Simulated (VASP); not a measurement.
## PtSe2: single point with PBEsol

PtSe2:

```
CELL_PARAMETERS angstrom
-2.65812 4.31182 2.72230
2.65812 -4.31182 2.72230
2.65812 4.31182 -2.72230
ATOMIC_POSITIONS crystal
Pt 0.75000 0.75000 0.00000
Pt 0.25000 0.25000 0.00000
Se 0.88329 0.66169 0.54498
Se 0.11671 0.33831 0.45502
Se 0.61671 0.16169 0.77841
Se 0.38329 0.83831 0.22159
```

```json
{
 "Program": "VASP 6.6.1",
 "Task": "single point",
 "Functional": "PBEsol",
 "Potentials or basis": "VASP PAW PBE potentials, release 64 (Pt, Se)",
 "Cutoff": "520 eV",
 "k mesh": "6 × 6 × 6",
 "Occupations": "fermi-dirac, width 0.03 eV",
 "Spin": "no spin polarisation"
}
```

```json
{
  "Pressure": "0.1 GPa",
  "Largest force": "0.023 eV/Å",
  "Band gap on the k mesh": "zero (bands 22 and 23 overlap by 1.30 eV)"
}
```

Forces in eV/Å, atoms in the order of the input:
```
Pt   0.000  0.000  0.000
Pt   0.000  0.000  0.000
Se  -0.014 -0.018  0.000
Se   0.014  0.018  0.000
Se  -0.014  0.018  0.000
Se   0.014 -0.018  0.000
```

Stress tensor (GPa, compression positive):
```
0.19 0.00 0.00
0.00 0.10 0.00
0.00 0.00 0.08
```

Levels at points of the mesh, in eV from the Fermi level:
```
           k point  band 20  band 21  band 22  band 23  band 24  band 25
(0.00, 0.00, 0.00)    -1.47    -1.45    -1.45    -0.71     1.52     1.54
(0.50, 0.00, 0.00)    -1.91    -0.95    -0.95     0.36     0.36     0.90
(0.00, 0.50, 0.00)    -1.65    -0.14    -0.14     0.59     0.59     1.73
(0.50, 0.50, 0.00)    -1.57    -0.31    -0.02     0.62     0.74     0.90
(0.50, 0.50, 0.50)    -1.01    -0.96    -0.91    -0.58    -0.28     0.97
```

It took 5.8 min on 1 thread of AMD EPYC 7R43 64-Core Processor (Zen 3), with other jobs on the host, peak memory 0.36 GiB.

Caveat: the PAW data sets were made with another functional, which shifts forces and pressure a little; spin-orbit coupling is left out, which moves the levels of the heavy elements.
